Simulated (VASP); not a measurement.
# GdO (F-43m) in VASP: notebook, part 2 of 2

VASP 6.6.1. Earlier steps stand in the parts before.

**5. Single point, r2SCANh, collinear spin, ferromagnetic start**

Input file POSCAR:

```
GdO
1.0
    0.0000000000      2.7000000000      2.7000000000
    2.7000000000      0.0000000000      2.7000000000
    2.7000000000      2.7000000000      0.0000000000
Gd O
1 1
Direct
    0.0000000000      0.0000000000      0.0000000000
    0.2500000000      0.2500000000      0.2500000000
```

Input file INCAR.step1:

```
PREC = Accurate
ENCUT = 520
EDIFF = 1E-5
ISMEAR = -1
SIGMA = 0.05
LREAL = False
LASPH = True
NELM = 150
ALGO = Normal
ISIF = 2
LWAVE = True
LCHARG = False
ISPIN = 2
MAGMOM = 7 0
LORBIT = 11
LMAXMIX = 6
GGA = PE
NBANDS = 23
KPAR = 4
```

Input file INCAR.step2:

```
PREC = Accurate
ENCUT = 520
EDIFF = 1E-6
ISMEAR = -1
SIGMA = 0.05
LREAL = False
LASPH = True
NELM = 150
ALGO = Normal
ISIF = 2
LWAVE = False
LCHARG = False
ISPIN = 2
MAGMOM = 7 0
LORBIT = 11
LMAXMIX = 6
METAGGA = R2SCAN
LHFCALC = True
AEXX = 0.1
LMIXTAU = True
PRECFOCK = Normal
ISTART = 1
NBANDS = 23
KPAR = 4
```

Input file KPOINTS:

```
Automatic mesh
0
Gamma
  5 5 5
```

Potentials or basis: VASP PAW PBE potentials, release 64 (Gd, O).

The run is started by

```console
$ cat potpaw_PBE.64/Gd/POTCAR potpaw_PBE.64/O/POTCAR > POTCAR
$ cp INCAR.step1 INCAR
$ mpirun -np 4 vasp_std > vasp.out
$ cp INCAR.step2 INCAR
$ mpirun -np 4 vasp_std > vasp.out
```

OUTCAR:

```text
PREC = Accurate
   ENCUT = 520
   EDIFF = 1E-6
   ISMEAR = -1
   LREAL = False
   LASPH = True
   NELM = 150
   ISIF = 2
   ISPIN = 2
   LORBIT = 11
   METAGGA = R2SCAN
   LHFCALC = True
   AEXX = 0.1
   PRECFOCK = Normal
   ISTART = 1

 ion  position               nearest neighbor table
   1  0.000  0.000  0.000-   2 2.34   2 2.34   2 2.34   2 2.34
   2  0.250  0.250  0.250-   1 2.34   1 2.34   1 2.34   1 2.34

  LATTYP: Found a face centered cubic cell.
 ALAT       =     5.4000000000

  Lattice vectors:

 A1 = (   0.0000000000,   2.7000000000,   2.7000000000)
 A2 = (   2.7000000000,   0.0000000000,   2.7000000000)
 A3 = (   2.7000000000,   2.7000000000,   0.0000000000)

Analysis of symmetry for initial positions (statically):
=====================================================================
 Subroutine PRICEL returns:
 Original cell was already a primitive cell.
[... 452 lines left out ...]
      3     -18.0902      1.00000
      4     -18.0902      1.00000
      5     -17.4563      1.00000
      6      -2.2636      1.00000
[... 249 lines left out ...]
     22      14.8629      0.00000
     23      16.2575      0.00000

------------------------ aborting loop because EDIFF is reached ----------------------------------------

  FORCE on cell =-STRESS in cart. coord.  units (eV):
  Direction    XX          YY          ZZ          XY          YZ          ZX
  --------------------------------------------------------------------------------------
  -------------------------------------------------------------------------------------
  Total       -0.6187185     -0.6187185     -0.6187185      0.0000000      0.0000000     -0.0000000
  in kB      -25.1815463    -25.1815463    -25.1815463      0.0000000      0.0000000     -0.0000000
  external PRESSURE =     -25.1815463 kB  Pullay stress =       0.0000000 kB

 VOLUME and BASIS-vectors are now :
 -----------------------------------------------------------------------------
  energy-cutoff  :      520.00
  volume of cell :       39.37
      direct lattice vectors                 reciprocal lattice vectors
     0.000000000  2.700000000  2.700000000    -0.185185185  0.185185185  0.185185185
     2.700000000  0.000000000  2.700000000     0.185185185 -0.185185185  0.185185185
     2.700000000  2.700000000  0.000000000     0.185185185  0.185185185 -0.185185185

 POSITION                                       TOTAL-FORCE (eV/Angst)
 -----------------------------------------------------------------------------------
      0.00000      0.00000      0.00000         0.000000     -0.000000     -0.000000
      1.35000      1.35000      1.35000        -0.000000      0.000000      0.000000
 -----------------------------------------------------------------------------------
    total drift:                               -0.000003      0.000007      0.000005

  FREE ENERGIE OF THE ION-ELECTRON SYSTEM (eV)
  ---------------------------------------------------
  free  energy   TOTEN  =       -56.5175198954 eV

  energy  without entropy=      -56.5161373525  energy(sigma->0) =      -56.51682862

 total charge

# of ion       s       p       d       f       tot
--------------------------------------------------
    1        2.035   5.674   0.472   6.975  15.156
    2        1.570   3.477   0.000   0.000   5.047
--------------------------------------------------
tot          3.605   9.151   0.472   6.975  20.203

 magnetization (x)

# of ion       s       p       d       f       tot
--------------------------------------------------
    1        0.002  -0.094   0.196   6.906   7.011
    2        0.008   0.025   0.000   0.000   0.033
--------------------------------------------------
tot          0.009  -0.068   0.196   6.906   7.043
```

OUTCAR.step1:

```text
PREC = Accurate
   ENCUT = 520
   EDIFF = 1E-5
   ISMEAR = -1
   LREAL = False
   LASPH = True
   NELM = 150
   ISIF = 2
[... 754 lines left out ...]

# of ion       s       p       d       f       tot
--------------------------------------------------
    1        2.032   5.634   0.479   7.066  15.211
    2        1.568   3.428   0.000   0.000   4.996
--------------------------------------------------
tot          3.600   9.062   0.479   7.066  20.207

 magnetization (x)

# of ion       s       p       d       f       tot
--------------------------------------------------
    1        0.001  -0.056   0.183   6.755   6.883
    2        0.002  -0.017   0.000   0.000  -0.015
--------------------------------------------------
tot          0.003  -0.072   0.183   6.755   6.868
```

OSZICAR.step1:

```text
N       E                     dE             d eps       ncg     rms          rms(c)
DAV:   1     0.155007351128E+03    0.15501E+03   -0.86214E+03  1335   0.517E+03
DAV:   2    -0.120965286172E+01   -0.15622E+03   -0.13735E+03  1310   0.466E+02
DAV:   3    -0.201932617620E+02   -0.18984E+02   -0.18598E+02  1285   0.113E+02
DAV:   4    -0.222643803907E+02   -0.20711E+01   -0.20508E+01  1728   0.263E+01
DAV:   5    -0.223316938201E+02   -0.67313E-01   -0.67275E-01  1417   0.621E+00    0.414E+01
DAV:   6    -0.253062885222E+02   -0.29746E+01   -0.22400E+01  1506   0.140E+02    0.855E+01
DAV:   7    -0.220301330712E+02    0.32762E+01   -0.46137E+00  1537   0.726E+01    0.332E+01
DAV:   8    -0.220698983377E+02   -0.39765E-01   -0.65186E-01  1507   0.752E+00    0.208E+01
DAV:   9    -0.221455488204E+02   -0.75650E-01   -0.16882E-01  1491   0.150E+01    0.114E+01
DAV:  10    -0.220505307801E+02    0.95018E-01   -0.88267E-01  1137   0.425E+01    0.669E+00
DAV:  11    -0.220676967206E+02   -0.17166E-01   -0.63201E-02  1645   0.101E+01    0.597E+00
DAV:  12    -0.220596714893E+02    0.80252E-02   -0.19691E-02  1372   0.578E+00    0.345E+00
DAV:  13    -0.220544617525E+02    0.52097E-02   -0.24753E-02  1277   0.718E+00    0.581E-01
DAV:  14    -0.220559599203E+02   -0.14982E-02   -0.80627E-03  1603   0.272E+00    0.674E-01
DAV:  15    -0.220559347739E+02    0.25146E-04   -0.78806E-04  1595   0.293E-01    0.216E-01
DAV:  16    -0.220559175472E+02    0.17227E-04   -0.16333E-05  1158   0.194E-01    0.170E-01
DAV:  17    -0.220559127778E+02    0.47694E-05   -0.14616E-04  1284   0.535E-01    0.469E-02
DAV:  18    -0.220559132225E+02   -0.44469E-06   -0.48595E-05  1121   0.342E-01
   1 F= -.22055913E+02 E0= -.22045847E+02  d E =-.201315E-01  mag=     7.5850
```

Run time: 35 min. Hardware: 4 MPI ranks of Oxide Virtual Turin-like, shared host; peak memory 0.2 GiB.

What came out:

```
Free energy                                           : -56.5175 eV
Pressure                                              : -2.5 GPa
Band gap on the k mesh                                : zero (filled and empty bands overlap)
Net moment                                            : 7.98 μB per cell
Site moments                                          : Gd +7.01; O +0.03 μB
Valence electrons inside the program's atomic spheres : Gd 15.16; O 5.05
```

Levels at points of the mesh, in eV from the Fermi level:
Spin up:
| k point | band 12 | band 13 | band 14 | band 15 | band 16 | band 17 | band 18 | band 19 | band 20 | band 21 |
| --- | --- | --- | --- | --- | --- | --- | --- | --- | --- | --- |
| (0.00, 0.00, 0.00) | -7.11 | -6.10 | -6.10 | -6.10 | -2.66 | 3.34 | 3.34 | 5.14 | 5.14 | 5.14 |
Spin down:
```tsv
k point	band 5	band 6	band 7	band 8	band 9	band 10	band 11	band 12
(0.00, 0.00, 0.00)	-21.27	-6.08	-6.08	-6.08	-0.62	2.75	2.75	2.75
```

Caveat: the k points lie up to 0.40 Å⁻¹ apart, too coarse for converged energies and pressures of a metal; the PAW data sets were made with another functional, which shifts forces and pressure a little; spin-orbit coupling is left out, which moves the levels of the heavy elements; a cell with one magnetic atom can't hold antiferromagnetic order, which such compounds often take.

**6. The runs side by side**

```tsv
task	level	spin	cell	k mesh	cutoff (eV)	second try	grid for exact exchange (PRECFOCK)	share of exact exchange	screening parameter	gap on the mesh (eV)	pressure (GPa)	moment (μB)
single point	PBE	off	as given	9 × 9 × 9	800	not_converged	-	-	-	none	-4.4	-
relaxation of cell and atoms	PBEsol	collinear, ferromagnetic start	relaxed to 30 GPa	9 × 9 × 9	800	crashed	-	-	-	none	30.0	6.03
single point	PBEsol-based screened hybrid with 25 % exact exchange	collinear, ferromagnetic start	as given	5 × 5 × 5	520	-	Normal	0.25	0.207 1/Å	none	-4.7	7.98
single point	r2SCANh	collinear, ferromagnetic start	as given	5 × 5 × 5	520	-	Normal	0.1	-	none	-2.5	7.98
```

Alike in all rows: potentials or basis VASP PAW PBE potentials, release 64 (Gd, O); smearing fermi-dirac 0.05 eV.

Caveats: some runs use coarse meshes; spin-orbit coupling is left out, which moves the levels of the heavy elements; the PAW data sets were made with another functional, which shifts forces and pressure a little (at least some runs); a cell with one magnetic atom can't hold antiferromagnetic order, which such compounds often take (at least some runs); semilocal functionals describe open f shells poorly, which spoils levels, moments and volumes (at least some runs); the cell stands under tension (at least some runs); the cell is relaxed towards a set pressure, so the run minimises the enthalpy, not the energy (at least some runs).

Absolute energies hang on the potentials; compare differences alone.
